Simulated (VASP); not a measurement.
Wanted: the native input for a VASP 6.6.1 run.

```yaml
Task: single point
Functional: PBE
Potentials_or_basis: VASP PAW PBE potentials, release 64 (La)
Cutoff: 520 eV
k_mesh: 10 × 10 × 10
Occupations: fermi-dirac, width 0.1 eV
Spin: no spin polarisation
Dipole_correction: no
Further_INCAR_settings: ALGO = Normal; EDIFF = 1e-07; NBANDS = 18
```

The structure of La lies in POSCAR:

```
La
1.0
    0.0000000000      3.2162381059      3.2162381059
    3.2162381059      0.0000000000      3.2162381059
    3.2162381059      3.2162381059      0.0000000000
La
2
Direct
   -0.1250000000     -0.1250000000     -0.1250000000
    0.1250000000      0.1250000000      0.1250000000
```

This isn't the form of La at room conditions, which is double hcp.

These files were run (other wordings do the same):

INCAR

```
PREC = Accurate
ENCUT = 520
EDIFF = 1E-7
ISMEAR = -1
SIGMA = 0.1
LREAL = F
LASPH = T
NELM = 80
ALGO = Normal
ISIF = 2
LWAVE = F
LCHARG = F
GGA = PE
NBANDS = 18
```

KPOINTS

```
regular mesh
0
Gamma
  10 10 10
```

Potentials or basis: VASP PAW PBE potentials, release 64 (La).

Command:

```console
$ cat potpaw_PBE.64/La/POTCAR > POTCAR
$ mpirun -np 1 vasp_std > vasp.out
```

It gave:

| Item | Value |
| --- | --- |
| Pressure | 6.9 GPa |
| Band gap on the k mesh | zero (bands 11 and 12 overlap by 0.19 eV) |

Caveat: the cell stands under pressure; spin-orbit coupling is left out, which moves the levels of the heavy elements.

It took 53 s on 1 thread of Intel(R) Xeon(R) Platinum 8488C (Sapphire Rapids), with other jobs on the host, peak memory 0.23 GiB.
